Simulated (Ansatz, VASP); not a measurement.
**WI6: VASP beside Ansatz**

```
W I
1.0
     0.00000    5.72601    5.72601
     5.72601    0.00000    5.72601
     5.72601    5.72601    0.00000
W I
1 6
Direct
  0.00000 0.00000 0.00000
  0.76339 0.23661 0.23661
  0.23661 0.76339 0.76339
  0.23661 0.76339 0.23661
  0.76339 0.23661 0.76339
  0.23661 0.23661 0.76339
  0.76339 0.76339 0.23661
```

Alike in both runs: functional PBE; k mesh 6 × 6 × 6; occupations gaussian, width 0.01 eV; no spin polarisation.

Ansatz relaxed the structure, and its values are those at the end. VASP's run is a single point on that final structure, the one shown.

```csv
,VASP,Ansatz
version,VASP 6.6.1,Ansatz 0.2.0
potentials or method,"VASP PAW PBE potentials, release 64 (W_sv, I), cutoff 520 eV","scalar-relativistic, plane waves, PAW"
valence electrons in the cell,56,116
```

|  | VASP | Ansatz | Ansatz less VASP |
| --- | --- | --- | --- |
| gap on the k mesh at the Fermi level (eV) | 0.13 | 0.13 | -0.003 |
| least direct gap on the mesh (eV) | 0.14 | 0.14 | -0.003 |
| pressure (GPa) | 0.1 | 0.1 | +0.01 |

VASP's potentials hold 56 valence electrons a cell and Ansatz's 116, so a difference there can come from the potentials and not from the codes. Ansatz's warnings: stress scf threshold loose.

Neither program's run includes spin-orbit coupling.
